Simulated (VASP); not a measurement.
Crystal: Zn3Se.

```xyz
4
Lattice="4.3635 0.0000 0.0000 0.0000 4.3635 0.0000 0.0000 0.0000 4.3635" Properties=species:S:1:pos:R:3 pbc="T T T"
Zn    0.0000    2.1818    2.1818
Zn    2.1818    0.0000    2.1818
Zn    2.1818    2.1818    0.0000
Se    2.1818    2.1818    2.1818
```

The cell was generated, and may not be a known phase.

* Program: VASP 6.6.1
* Task: relaxation of cell and atoms
* Functional: PBE
* Potentials or basis: VASP PAW PBE potentials, release 64 (Zn, Se)
* Cutoff: 600 eV
* k mesh: 4 × 4 × 4
* Occupations: gaussian, width 0.1 eV
* Spin: no spin polarisation

At the start: pressure 27.3 GPa; volume 20.77 Å³/atom.

Question: How do energy, volume and symmetry change on relaxing?

Answer: Over 5 steps the energy falls by 940.9 meV/atom and the volume is 42.76 Å³/atom (+105.8 %); space group Pm-3m (No. 221, to 0.1 Å) before and after.

The path:
```csv
step,energy change (eV),largest force (eV/Å),pressure (GPa),volume (Å³)
1,0.0000,0.0000,27.28,83.08
2,-3.3884,0.0000,3.87,133.28
3,-3.6612,0.0000,1.60,151.18
4,-3.6709,0.0000,-1.21,191.65
5,-3.7636,0.0000,-0.04,171.02
```

Final structure:
```
CELL_PARAMETERS angstrom
5.55072 0.00000 0.00000
0.00000 5.55072 0.00000
0.00000 0.00000 5.55072
ATOMIC_POSITIONS crystal
Zn 0.00000 0.50000 0.50000
Zn 0.50000 0.00000 0.50000
Zn 0.50000 0.50000 0.00000
Se 0.50000 0.50000 0.50000
```

Caveat: the volume moved by over 15 % at a fixed basis, so the end points are rough.
